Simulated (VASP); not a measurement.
Input of a VASP 6.6.1 run:

POSCAR

```
Hg
1.0
    5.3544805709      0.0000000000      0.0000000000
   -2.6772402854      4.6371161985      0.0000000000
    0.0000000000      0.0000000000      3.1315173357
Hg
3
Direct
    1.0000000000      1.0000000000      0.0000000000
    0.3333333333      0.6666666667      0.5000000000
    0.6666666667      0.3333333333      0.5000000000
```

The input INCAR.step1:

```
ALGO = Normal ; EDIFF = 1E-4
ENCUT = 520 ; GGA = PE
ISMEAR = -1 ; LASPH = True
LCHARG = False ; LREAL = False
LWAVE = True ; NBANDS = 25
NELM = 60 ; PREC = Accurate
SIGMA = 0.1
```

File INCAR.step2:

```
ALGO = Normal ; EDIFF = 1E-6
ENCUT = 520 ; ISIF = 2
ISMEAR = -1 ; ISTART = 1
LASPH = True ; LCHARG = True
LELF = True ; LMIXTAU = True
LREAL = False ; LVHAR = True
LWAVE = False ; METAGGA = R2SCAN
NBANDS = 25 ; NELM = 60
PREC = Accurate ; SIGMA = 0.1
```

KPOINTS

```
k-points
0
Gamma
  8 8 11
```

Potentials or basis: VASP PAW PBE potentials, release 64 (Hg).

Run with:

```bash
$ cat potpaw_PBE.64/Hg/POTCAR > POTCAR
$ cp INCAR.step1 INCAR
$ mpirun -np 1 vasp_std > vasp.out
$ cp INCAR.step2 INCAR
$ mpirun -np 1 vasp_std > vasp.out
```

Q: Estimate the pressure.

A: 1.2 GPa.

Q: What does it give for the band gap on the k mesh?

A: Zero (bands 18 and 19 overlap by 3.05 eV).

Caveat: the PAW data sets were made with another functional, which shifts forces and pressure a little; spin-orbit coupling is left out, which moves the levels of the heavy elements.
